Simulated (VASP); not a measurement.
Input of a VASP 6.6.1 run:

Contents of INCAR:

```
SYSTEM = Na
ALGO = Normal ; EDIFF = 1E-6
EDIFFG = -0.005 ; ENCUT = 600
GGA = PE ; IBRION = 2
ISIF = 3 ; ISMEAR = -1
LASPH = .True. ; LCHARG = .False.
LREAL = .False. ; LWAVE = .False.
NELM = 100 ; NSW = 60
PREC = Accurate ; PSTRESS = 51.0
SIGMA = 0.1
```

The input KPOINTS:

```
k-points
0
Gamma
  13 13 13
  0 0 0
```

POSCAR

```
Na
1.0
    3.0074280520      0.0000000000      0.0000000000
    0.0000000000      3.0074280520      0.0000000000
    0.0000000000      0.0000000000      3.0074280520
Na
1
Direct
    0.0000000000      0.0000000000      0.0000000000
```

Potentials or basis: VASP PAW PBE potentials, release 64 (Na_pv).

The run is started by

```sh
$ cat potpaw_PBE.64/Na_pv/POTCAR > POTCAR
$ mpirun -np 1 vasp_std > vasp.out
```

**Question.** What does it give for the relaxed volume?

**Answer.** 26.75 Å³/atom.

**Question.** Predict the relaxed cell.

**Answer.** a = 2.991 Å, b = 2.991 Å, c = 2.991 Å, α = 90.00°, β = 90.00°, γ = 90.00°.

**Question.** Estimate the band gap on the k mesh.

**Answer.** Zero (an odd number of electrons rules out a gap without spin polarisation).

**Question.** What does it give for the space group after relaxing (to 0.1 Å)?

**Answer.** Pm-3m (No. 221).

Final structure:
```yaml
crystal:
  lattice:
    - [2.99065, 0.00000, 0.00000]
    - [0.00000, 2.99065, 0.00000]
    - [0.00000, 0.00000, 2.99065]
  atoms:
    - { symbol: Na, position: [0.00000, 0.00000, 0.00000] }
```

Caveat: the cell is relaxed towards a set pressure, so the run minimises the enthalpy, not the energy.
